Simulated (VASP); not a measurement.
# Be3B (P1) in VASP: relaxation of cell and atoms with PBE

Aim: the relaxation of cell and atoms of Be3B with PBE.

Program: VASP 6.6.1. These are calculated values, not measurements. Logs are shortened: lines on timing, memory, paths and dates and some standing lists are left out, and cuts for length are marked.

## Step 1: The cell of the first run

The typed cell holds 8 atoms: a = 3.006 Å, b = 3.116 Å, c = 6.263 Å, α = 90.20°, β = 89.17°, γ = 87.49°.

## Step 2: Relaxation of cell and atoms, PBE

The input, INCAR:

```
SYSTEM = Be3B
ALGO = Fast
EDIFF = 1E-6
EDIFFG = -0.015
ENCUT = 600
GGA = PE
IBRION = 2
ISIF = 3
ISMEAR = 0
LASPH = .True.
LCHARG = .False.
LREAL = .False.
LWAVE = .False.
NELM = 80
NSW = 100
PREC = Accurate
SIGMA = 0.1
```

The input, KPOINTS:

```
k-points
0
Gamma
  8 8 4
  0 0 0
```

The input, POSCAR:

```
Be3B
1.0
   -3.0046795974     -0.0221891789     -0.0671360900
   -0.0671360900      0.0056479567     -3.1156749232
   -0.0443783579     -6.2626987585      0.0112959135
Be B
6 2
Direct
    0.9802420946      0.5107902660      0.7238734471
    0.9919764309      0.5108929323      0.2285955508
    0.4993814479      0.5180899694      0.5145845109
    0.4348435725      0.4373239221      1.0295991241
    0.5204207166     -0.0016956216      0.7360255435
    0.4924561002     -0.0166341055      0.2349106782
    1.0510937810      1.0311278818      0.5149330683
    1.0295858564      0.0101047556      0.0174780772
```

Potentials or basis: VASP PAW PBE potentials, release 64 (Be, B).

Launch:

```
> cat potpaw_PBE.64/Be/POTCAR potpaw_PBE.64/B/POTCAR > POTCAR
> mpirun -np 1 vasp_std > vasp.out
```

OUTCAR:

```text
SYSTEM = Be3B
   EDIFF = 1E-6
   EDIFFG = -0.015
   ENCUT = 600
   GGA = PE
   IBRION = 2
   ISIF = 3
   ISMEAR = 0
   LASPH = .True.
   LREAL = .False.
   NELM = 80
   NSW = 100
   PREC = Accurate

 ion  position               nearest neighbor table
   1  0.980  0.511  0.724-   3 1.96   7 1.99   5 2.01   3 2.02   7 2.10   5 2.16   5 2.23   5 2.27
                             4 2.37
   2  0.992  0.511  0.229-   4 1.82   8 2.04   8 2.05   6 2.06   4 2.12   6 2.15   6 2.18   6 2.27
                             3 2.31   3 2.37
   3  0.499  0.518  0.515-   1 1.96   1 2.02   5 2.04   7 2.05   7 2.07   5 2.14   7 2.20   6 2.28
                             2 2.31   2 2.37
   4  0.435  0.437  0.030-   2 1.82   8 1.85   6 1.92   8 2.12   2 2.12   6 2.14   8 2.18   5 2.29
                             1 2.37
   5  0.520  0.998  0.736-   7 1.99   1 2.01   3 2.04   7 2.10   3 2.14   1 2.16   1 2.23   1 2.27
                             4 2.29
   6  0.492  0.983  0.235-   4 1.92   8 1.96   2 2.06   8 2.10   4 2.14   2 2.15   2 2.18   7 2.18
                             2 2.27   3 2.28
   7  0.051  0.031  0.515-   1 1.99   5 1.99   3 2.05   3 2.07   5 2.10   1 2.10   6 2.18   3 2.20

   8  0.030  0.010  0.017-   4 1.85   6 1.96   2 2.04   2 2.05   6 2.10   4 2.12   4 2.18

  LATTYP: Found a triclinic cell.
 ALAT       =     4.2336185210
 B/A-ratio  =     0.7361086647
 C/A-ratio  =     1.4793175502
 COS(alpha) =     0.0034628437
 COS(beta)  =     0.0127905063
 COS(gamma) =     0.7049746756

  Lattice vectors:

 A1 = (   2.9375435074,   0.0278371356,  -3.0485388332)
 A2 = (  -0.0671360900,   0.0056479567,  -3.1156749232)
 A3 = (   0.0443783579,   6.2626987585,  -0.0112959135)

Analysis of symmetry for initial positions (statically):
=====================================================================
 Subroutine PRICEL returns:
 Original cell was already a primitive cell.

 Routine SETGRP: Setting up the symmetry group for a
 triclinic supercell.

 Subroutine GETGRP returns: Found  1 space group operations
 (whereof  1 operations were pure point group operations)
 out of a pool of  2 trial point group operations.

The static configuration has the point symmetry C_1 .

Analysis of symmetry for dynamics (positions and initial velocities):
=====================================================================
 Subroutine PRICEL returns:
 Original cell was already a primitive cell.

 Routine SETGRP: Setting up the symmetry group for a
 triclinic supercell.

 Subroutine GETGRP returns: Found  1 space group operations
 (whereof  1 operations were pure point group operations)
 out of a pool of  2 trial point group operations.

The dynamic configuration has the point symmetry C_1 .

 Subroutine INISYM returns: Found  1 space group operations
 (whereof  1 operations are pure point group operations),
 and found     1 'primitive' translations

----------------------------------------------------------------------------------------

                                     Primitive cell

  volume of cell :      58.5974

  direct lattice vectors                    reciprocal lattice vectors
    -3.004679597 -0.022189179 -0.067136090    -0.332992128  0.002372578  0.007179565
    -0.067136090  0.005647957 -3.115674923     0.007179565 -0.000630062 -0.321113592
    -0.044378358 -6.262698759  0.011295913     0.001186289 -0.159684545 -0.000315031

  length of vectors
     3.005511454  3.116403276  6.262866179     0.333077968  0.321194462  0.159689263

  position of ions in fractional coordinates (direct lattice)
     0.980242095  0.510790266  0.723873447
     0.991976431  0.510892932  0.228595551
     0.499381448  0.518089969  0.514584511
     0.434843573  0.437323922  0.029599124
     0.520420717  0.998304378  0.736025543
     0.492456100  0.983365894  0.234910678
     0.051093781  0.031127882  0.514933068
     0.029585856  0.010104756  0.017478077

  ion indices of the primitive-cell ions
   primitive index   ion index
                 1           1
                 2           2
                 3           3
                 4           4
                 5           5
                 6           6
                 7           7
                 8           8

----------------------------------------------------------------------------------------
[... 54 lines left out ...]
   total plane-waves  NPLWV =  33600
   dimension x,y,z NGX =    24 NGY =   28 NGZ =   50
   dimension x,y,z NGXF=    48 NGYF=   56 NGZF=  100
   ions per type =               6   2
   NGX,Y,Z   is equivalent  to a cutoff of  13.28, 14.94, 13.27 a.u.
   NGXF,Y,Z  is equivalent  to a cutoff of  26.55, 29.87, 26.54 a.u.
 SYSTEM =  Be3B
   PREC   = accura    normal or accurate (medium, high low for compatibility)
   ISTART =      0    job   : 0-new  1-cont  2-samecut
   ICHARG =      2    charge: 1-file 2-atom 10-const
   ISPIN  =      1    spin polarized calculation?
   LNONCOLLINEAR =      F non collinear calculations
   LSORBIT =      F    spin-orbit coupling
   LASPH  =      T    aspherical Exc in radial PAW
   ENCUT  =  600.0 eV  44.10 Ry    6.64 a.u.   6.00  6.22 12.51*2*pi/ulx,y,z
   NELM   =     80;   NELMIN=  2; NELMDL= -5     # of ELM steps
   EDIFF  = 0.1E-05   stopping-criterion for ELM
   LREAL  =      F    real-space projection
   EDIFFG = -.1E-01   stopping-criterion for IOM
   NSW    =    100    number of steps for IOM
   IBRION =      2    ionic relax: 0-MD 1-quasi-New 2-CG
   NFREE  =      1    steps in history (QN), initial steepest desc. (CG)
   ISIF   =      3    stress and relaxation
   ISYM   =      2    0-nonsym 1-usesym 2-fastsym
   POTIM  = 0.5000    time-step for ionic-motion
   TEBEG  =    0.0;   TEEND  =   0.0 temperature during run
   PSTRESS=    0.0 pullay stress
   NELECT =      18.0000    total number of electrons
   NUPDOWN=      -1.0000    fix difference up-down
   EMIN   =  10.00;   EMAX   =-10.00  energy-range for DOS
   EFERMI =   0.00;   METHOD = LEGACY
   ISMEAR =     0;   SIGMA  =   0.10  broadening in eV -4-tet -1-fermi 0-gaus
   EFERMI_NEDOS =   21; number of points for ismear=-14 and -15
   IALGO  =     68    algorithm
   IMIX   =      4    mixing-type and parameters
     AMIX     =   0.40;   BMIX     =  1.00
     AMIX_MAG =   1.60;   BMIX_MAG =  1.00
  volume/ion in A,a.u.               =       7.32        49.43
  Fermi-wavevector in a.u.,A,eV,Ry     =   1.104603  2.087397 16.601120  1.220148
  Thomas-Fermi vector in A             =   2.241078
   LORBIT       =      0    0 simple, 1 ext, 2 COOP (PROOUT), +10 PAW based schemes
   GGA     = PE    functional components
   LHFCALC =     F    Hartree Fock is set to
   AEXX    =    0.0000 exact exchange contribution
   IVDW    =     0    specifies the selected vdW correction
   LEPSILON=     F    determine dielectric tensor
   LRPA    =     F    only Hartree local field effects (RPA)
 conjugate gradient relaxation of ions
 non-spin polarized calculation
 RMM-DIIS sequential band-by-band and
 Gauss-broadening in eV      SIGMA  =   0.10
  energy-cutoff  :      600.00
  volume of cell :       58.60
 maximum number of plane-waves:      1976
   NGX = 11   NGY = 13   NGZ = 25

--------------------------------------- Ionic step        1  -------------------------------------------

 number of electron      18.0000000 magnetization

 Free energy of the ion-electron system (eV)
  ---------------------------------------------------
  ext. energy  EPLUGINS =         0.00000000
  ---------------------------------------------------
  free energy    TOTEN  =       -33.00645080 eV

  energy without entropy =      -32.99914585  energy(sigma->0) =      -33.00279832

------------------------ aborting loop because EDIFF is reached ----------------------------------------

  FORCE on cell =-STRESS in cart. coord.  units (eV):
  Direction    XX          YY          ZZ          XY          YZ          ZX
  --------------------------------------------------------------------------------------
  -------------------------------------------------------------------------------------
  Total        5.7245366      0.6011107      1.2622293     -0.2183746      0.0401727      0.6144196
  in kB      156.5210109     16.4356468     34.5120359     -5.9708260      1.0984080     16.7995400
  external PRESSURE =      69.1562312 kB  Pullay stress =       0.0000000 kB
[... 107 lines left out ...]
  FREE ENERGIE OF THE ION-ELECTRON SYSTEM (eV)
  ---------------------------------------------------
  free  energy   TOTEN  =       -33.8610402808 eV

  energy  without entropy=      -33.8524799105  energy(sigma->0) =      -33.85676010

[... ionic steps 4 to 13 ...]

--------------------------------------- Ionic step       14  -------------------------------------------

 number of electron      18.0000000 magnetization

------------------------ aborting loop because EDIFF is reached ----------------------------------------
[... 79 lines left out ...]
--------------------------------------- Ionic step       16  -------------------------------------------

 number of electron      18.0000000 magnetization

 Free energy of the ion-electron system (eV)
  ---------------------------------------------------
  ext. energy  EPLUGINS =         0.00000000
  ---------------------------------------------------
  free energy    TOTEN  =       -34.16877622 eV

  energy without entropy =      -34.16310532  energy(sigma->0) =      -34.16594077

 E-fermi :   7.8412     XC(G=0): -11.1978

 val. band max:        7.7105208974   @ k =  -0.1250  -0.3750   0.2500
 cond. band min:       7.8642232901   @ k =   0.2500   0.2500   0.0000
 fundamental gap:      0.1537023927
 Fermi energy:         7.8411679942

 k-point     1 :       0.0000    0.0000    0.0000
  band No.  band energies     occupation
      1      -5.4350      2.00000
      2      -3.0641      2.00000
      3      -1.7084      2.00000
      4       4.5502      2.00000
      5       4.5505      2.00000
      6       4.5516      2.00000
      7       7.6605      1.98940
      8       7.6644      1.98756
      9       9.0819      0.00000
     10       9.0862      0.00000
     11       9.3954      0.00000
     12      10.2392      0.00000
     13      11.4671      0.00000
     14      12.3950      0.00000
[... 377 lines left out ...]
      1      -3.1166      2.00000
      2      -0.7109      2.00000
      3       0.1522      2.00000
      4       0.4397      2.00000
      5       2.3427      2.00000
      6       2.8351      2.00000
      7       3.0455      2.00000
      8       6.0348      2.00000
      9       6.3267      2.00000
     10       7.5049      2.00000
     11       9.0825      0.00000
     12      10.9240      0.00000
     13      11.4381      0.00000
     14      11.8102      0.00000

 [... further k-points ...]

------------------------ aborting loop because EDIFF is reached ----------------------------------------

  FORCE on cell =-STRESS in cart. coord.  units (eV):
  Direction    XX          YY          ZZ          XY          YZ          ZX
  --------------------------------------------------------------------------------------
  -------------------------------------------------------------------------------------
  Total        0.0301911      0.0258599      0.0247809     -0.0030437      0.0025931     -0.0071771
  in kB        0.8365628      0.7165510      0.6866522     -0.0843364      0.0718528     -0.1988713
  external PRESSURE =       0.7465886 kB  Pullay stress =       0.0000000 kB
[... 23 lines left out ...]
  FREE ENERGIE OF THE ION-ELECTRON SYSTEM (eV)
  ---------------------------------------------------
  free  energy   TOTEN  =       -34.1687762177 eV

  energy  without entropy=      -34.1631053216  energy(sigma->0) =      -34.16594077

 reached required accuracy - stopping structural energy minimisation
```

Wall time 27 min (1 thread of Oxide Virtual Turin-like, shared host); peak memory 0.23 GiB.

Results:

| Quantity | Value |
| --- | --- |
| Free energy | -34.1688 eV |
| Relaxed volume | 7.23 Å³/atom |
| Relaxed cell | a = 3.069 Å, b = 3.069 Å, c = 6.138 Å, α = 90.01°, β = 89.99°, γ = 89.98° |
| Space group after relaxing (to 0.1 Å) | Pm-3m (No. 221) |
| Energy gained by relaxing | 145.3 meV/atom |
| Ionic steps | 16 |
| Pressure after relaxing | 0.1 GPa |
| Largest force after relaxing | 0.010 eV/Å |
| Band gap on the k mesh | zero (bands 9 and 10 overlap by 3.89 eV) |

Forces in eV/Å, atoms in the order of the input:
```
Be   0.006 -0.002  0.003
Be   0.002  0.006 -0.001
Be  -0.002 -0.001  0.000
Be  -0.005 -0.006 -0.007
Be   0.002 -0.003  0.005
Be  -0.003  0.004  0.000
B   -0.006  0.001 -0.005
B    0.006  0.000  0.005
```

Step by step:
| step | energy change (eV) | largest force (eV/Å) | pressure (GPa) | volume (Å³) |
| --- | --- | --- | --- | --- |
| 1 | 0.0000 | 3.7467 | 6.92 | 58.60 |
| 2 | -0.8386 | 0.7090 | -5.36 | 61.30 |
| 3 | -0.8546 | 0.7105 | -6.81 | 61.80 |
| 4 | -1.0120 | 0.5327 | -1.92 | 59.19 |
| 5 | -1.0409 | 0.5997 | 1.81 | 57.60 |
| 6 | -1.1056 | 0.3212 | 1.57 | 57.47 |
| 7 | -1.1283 | 0.2753 | 1.70 | 57.33 |
| 8 | -1.1492 | 0.1802 | -0.76 | 58.18 |
| 9 | -1.1497 | 0.1646 | -1.18 | 58.34 |
| 10 | -1.1573 | 0.0980 | -0.21 | 57.95 |
| 11 | -1.1588 | 0.1320 | 0.43 | 57.70 |
| 12 | -1.1613 | 0.0403 | 0.07 | 57.83 |
| 13 | -1.1614 | 0.0411 | -0.02 | 57.86 |
| 14 | -1.1620 | 0.0262 | -0.05 | 57.87 |
| 15 | -1.1622 | 0.0235 | -0.07 | 57.88 |
| 16 | -1.1623 | 0.0103 | 0.07 | 57.82 |

Final structure:
```
Be B
1.0
    -3.06907   -0.00024    0.00113
    -0.00212   -0.00014   -3.06923
    -0.00040   -6.13839    0.00092
Be B
6 2
Direct
  0.00027 0.50042 0.74993
  0.99989 0.49972 0.25013
  0.49995 0.50008 0.50000
  0.49982 0.49967 0.99993
  0.50035 0.00024 0.74993
  0.49964 0.99986 0.25008
  0.99961 0.99966 0.50002
  0.00046 0.00035 0.99997
```

The gap in the log of VASP goes by the Fermi energy; the results here count the filled bands.